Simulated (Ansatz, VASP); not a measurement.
S3O: VASP beside Ansatz

File INCAR:

```
PREC = Accurate ; ENCUT = 520
EDIFF = 1E-6 ; ISMEAR = 0
SIGMA = 0.1 ; LREAL = False
LASPH = True ; NELM = 150
ALGO = Normal ; ISIF = 2
LWAVE = False ; LCHARG = False
ISPIN = 2 ; MAGMOM = 0 0 0 1
LORBIT = 11 ; GGA = PE
IVDW = 12 ; NBANDS = 24
```

The input KPOINTS:

```
regular mesh
0
Gamma
  4 4 4
```

POSCAR

```
S3O
1.0
    4.1636802341      0.0000000000      0.0000000000
    0.0000000000      4.1636802341      0.0000000000
    0.0000000000      0.0000000000      4.1636802341
S O
3 1
Direct
    0.5000000000      0.0000000000      0.0000000000
    0.0000000000      0.5000000000      0.0000000000
    0.0000000000      0.0000000000      0.5000000000
    0.0000000000      0.0000000000      0.0000000000
```

Input for Ansatz:

```yaml
crystal:
  lattice:
    - [4.1636802341, 0.0, 0.0]
    - [0.0, 4.1636802341, 0.0]
    - [0.0, 0.0, 4.1636802341]
  atoms:
    - { symbol: S, position: [0.5, 0.0, 0.0] }
    - { symbol: S, position: [0.0, 0.5, 0.0] }
    - { symbol: S, position: [0.0, 0.0, 0.5] }
    - { symbol: O, position: [0.0, 0.0, 0.0], spin: 1.0 }
basis:
  ecutwfc: 420
kpoints:
  mp_grid: { grid: [4, 4, 4] }
hamiltonian:
  xc: pbe
  dispersion: d3bj
scf:
  occupations: { method: gaussian, width: 0.1 }
  lower_state_search: "off"
output:
  forces: true
  stress: true
  eigenvalues: true
  populations: true
magnetization:
  spin_polarized: true
```

Alike in both runs: task single point; functional PBE; dispersion D3(BJ); k mesh 4 × 4 × 4; occupations gaussian, width 0.1 eV; collinear spin.

|  | VASP | Ansatz |
| --- | --- | --- |
| version | VASP 6.6.1 | Ansatz 0.2.0 |
| potentials or method | VASP PAW PBE potentials, release 64 (S, O), cutoff 520 eV | scalar-relativistic, plane waves, PAW |
| valence electrons in the cell | 24 | 24 |

Ansatz gave:

- gap on the k mesh at the Fermi level (eV): none
- pressure (GPa): 1.2
- net moment per atom (μB): 0.00

**Question.** Estimate VASP's values.

**Answer.** gap on the k mesh at the Fermi level (eV): none; pressure (GPa): 1.0; net moment per atom (μB): 0.00.

A gap of «none» marks a metal or a gap that the smearing closes. Ansatz's warnings: seeded moment not kept.

The k mesh is coarse, so the values compare programs but aren't converged.
